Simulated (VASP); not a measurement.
Write the native input for VASP 6.6.1 that does the following.

```yaml
Task: single point
Functional: PBE
Potentials_or_basis: VASP PAW PBE potentials, release 64 (Co_sv)
Cutoff: 690 eV
k_mesh: 15 × 15 × 15
Occupations: fermi-dirac, width 0.1 eV
Spin: no spin polarisation
Dipole_correction: no
Further_INCAR_settings: ALGO = Normal; EDIFF = 1e-06; NBANDS = 14
```

The structure of Co lies in POSCAR:

```
Co
1.0
    2.2539908939      0.0000000000      0.0000000000
    0.0000000000      2.2539908939      0.0000000000
    0.0000000000      0.0000000000      2.2539908939
Co
1
Direct
    0.0000000000      0.0000000000      0.0000000000
```

This isn't the form of Co at room conditions, which is hcp.

The input as run:

INCAR

```
  PREC = Accurate
  ENCUT = 690
  EDIFF = 1E-6
  ISMEAR = -1
  SIGMA = 0.1
  LREAL = False
  LASPH = True
  NELM = 120
  ALGO = Normal
  ISIF = 2
  LWAVE = False
  LCHARG = True
  GGA = PE
  LELF = True
  LVHAR = True
  NBANDS = 14
  GGA_COMPAT = False
```

KPOINTS

```
regular mesh
0
Gamma
  15 15 15
```

Potentials or basis: VASP PAW PBE potentials, release 64 (Co_sv).

Command:

```sh
$ cat potpaw_PBE.64/Co_sv/POTCAR > POTCAR
$ mpirun -np 1 vasp_std > vasp.out
```

It gave:

```yaml
Pressure: 7.1 GPa
Band_gap_on_the_k_mesh: zero (an odd number of electrons rules out a gap without spin polarisation)
```

Caveat: the cell stands under pressure; the run has no spin polarisation, though such a crystal can be magnetic.

Run time: 16 s on 1 thread of AMD EPYC 7R13 Processor (Zen 3) (shared host), peak memory 0.11 GiB.
